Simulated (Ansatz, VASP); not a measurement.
## Two plane-wave programs on Si

Contents of INCAR:

```
SYSTEM = Si
PREC = Accurate
ENCUT = 520
EDIFF = 1E-6
ISMEAR = -1
SIGMA = 0.1
LREAL = .FALSE.
LASPH = .TRUE.
NELM = 100
ALGO = Normal
ISIF = 2
LWAVE = .FALSE.
LCHARG = .TRUE.
LELF = .TRUE.
LVHAR = .TRUE.
NBANDS = 16
```

Contents of KPOINTS:

```
regular mesh
0
G
  15 15 4
  0 0 0
```

POSCAR

```
Si
1.0
    2.7869848880      0.0000000000      0.0000000000
   -1.3934924440      2.4135997130      0.0000000000
    0.0000000000      0.0000000000      9.2470111026
Si
4
Direct
    0.0000000000      0.0000000000      1.0000000000
    1.0000000000      0.0000000000      0.5000000000
    0.3333333333      0.6666666667      0.2500000000
    0.6666666667      0.3333333333      0.7500000000
```

Input for Ansatz:

```yaml
crystal:
  lattice:
    - [2.786984888, 0.0, 0.0]
    - [-1.393492444, 2.413599713, 0.0]
    - [0.0, 0.0, 9.2470111026]
  atoms:
    - { symbol: Si, position: [0.0, 0.0, 1.0] }
    - { symbol: Si, position: [1.0, 0.0, 0.5] }
    - { symbol: Si, position: [0.3333333333, 0.6666666667, 0.25] }
    - { symbol: Si, position: [0.6666666667, 0.3333333333, 0.75] }
hamiltonian:
  xc: lda
  pseudopotentials:
    kind: paw
    azcp:
      Si: "pseudopotentials/Si.paw.azcp"
basis:
  ecutwfc: 420
  fft_grid_basis: typed
kpoints:
  mp_grid: { grid: [15, 15, 4], shift: [0, 0, 0] }
magnetization:
  spin_polarized: false
scf:
  occupations: { method: fermi_dirac, width: 0.1 }
  lower_state_search: "off"
output:
  stress: true
```

Alike in both runs: task single point; functional LDA; k mesh 15 × 15 × 4; occupations fermi-dirac, width 0.1 eV; no spin polarisation.

|  | VASP | Ansatz |
| --- | --- | --- |
| version | VASP 6.6.1 | Ansatz 0.2.0 |
| potentials or method | VASP PAW LDA potentials, release 64 (Si), cutoff 520 eV | plane waves (420 eV) with PAW, scalar-relativistic |
| valence electrons in the cell | 16 | 16 |

```tsv
	VASP	Ansatz	Ansatz less VASP
pressure (GPa)	-8.3	-8.3	-0.02
traceless stress, the component that is largest in VASP (GPa)	1.14	1.14	-0.005
```

Ansatz warns that its potentials were made for another functional, while VASP's fit it. LDA's correlation is that of Perdew and Zunger in VASP and of Perdew and Wang (1992) in Ansatz.
